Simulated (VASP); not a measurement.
MgI2:

```
Mg I
1.0
     0.00000    3.76386    3.76386
     3.76386    0.00000    3.76386
     3.76386    3.76386    0.00000
Mg I
1 2
Direct
  0.00000 0.00000 0.00000
  0.25000 0.25000 0.25000
  0.75000 0.75000 0.75000
```

```yaml
Program: VASP 6.6.1
Task: relaxation of cell and atoms
Functional: PBEsol
Potentials_or_basis: VASP PAW PBE potentials, release 64 (Mg, I)
Cutoff: 600 eV
k_mesh: 6 × 6 × 6
Occupations: fermi-dirac, width 0.02 eV
Spin: no spin polarisation
```

At the start: pressure -1.3 GPa; volume 35.55 Å³/atom.

Q: Where does the relaxation end?

A: Over 3 steps the energy falls by 7.0 meV/atom and the volume is 33.95 Å³/atom (-4.5 %); space group Fm-3m (No. 225, to 0.1 Å) before and after.

The path:
| step | energy change (eV) | largest force (eV/Å) | pressure (GPa) | volume (Å³) |
| --- | --- | --- | --- | --- |
| 1 | 0.0000 | 0.0000 | -1.35 | 106.64 |
| 2 | -0.0211 | 0.0000 | -0.08 | 102.09 |
| 3 | -0.0211 | 0.0000 | 0.00 | 101.84 |

Final structure:
```
Mg I
1.0
     0.00000    3.70652    3.70652
     3.70652    0.00000    3.70652
     3.70652    3.70652    0.00000
Mg I
1 2
Direct
  0.00000 0.00000 0.00000
  0.25000 0.25000 0.25000
  0.75000 0.75000 0.75000
```

Caveat: the PAW data sets were made with another functional, which shifts forces and pressure a little.
